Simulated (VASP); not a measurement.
The system is ZnO.

```
CELL_PARAMETERS angstrom
3.32402 0.00000 0.00000
-1.66201 2.87869 0.00000
0.00000 0.00000 5.13192
ATOMIC_POSITIONS crystal
Zn 0.33333 0.66667 0.00618
Zn 0.66667 0.33333 0.50618
O 0.33333 0.66667 0.39842
O 0.66667 0.33333 0.89842
```

```yaml
Program: VASP 6.6.1
Task: relaxation of cell and atoms
Functional: PBE
Potentials_or_basis: VASP PAW PBE potentials, release 64 (Zn, O)
Cutoff: 600 eV
k_mesh: 12 × 12 × 6
Occupations: gaussian, width 0.02 eV
Spin: no spin polarisation
```

At the start: pressure 1.0 GPa; volume 12.28 Å³/atom.

Problem. Where does the relaxation end?

Solution. Over 9 steps the energy falls by 5.5 meV/atom and the volume is 12.40 Å³/atom (+1.0 %); space group P6_3mc (No. 186, to 0.1 Å) before and after.

The path:
| step | energy change (eV) | largest force (eV/Å) | pressure (GPa) | volume (Å³) |
| --- | --- | --- | --- | --- |
| 1 | 0.0000 | 0.0370 | 1.03 | 49.11 |
| 2 | -0.0087 | 0.1212 | -0.32 | 49.67 |
| 3 | -0.0093 | 0.1559 | -1.09 | 49.94 |
| 4 | -0.0156 | 0.1520 | -0.41 | 49.74 |
| 5 | -0.0179 | 0.1464 | 0.22 | 49.53 |
| 6 | -0.0220 | 0.0239 | 0.07 | 49.56 |
| 7 | -0.0221 | 0.0004 | 0.05 | 49.56 |
| 8 | -0.0221 | 0.0027 | 0.07 | 49.56 |
| 9 | -0.0221 | 0.0036 | -0.02 | 49.61 |

Final structure:
```
Zn O
1.0
     3.28624    0.00000    0.00000
    -1.64312    2.84597    0.00000
     0.00000    0.00000    5.30406
Zn O
2 2
Cartesian
  0.0000 1.8973 0.0674
  1.6431 0.9487 2.7194
  0.0000 1.8973 2.0786
  1.6431 0.9487 4.7307
```
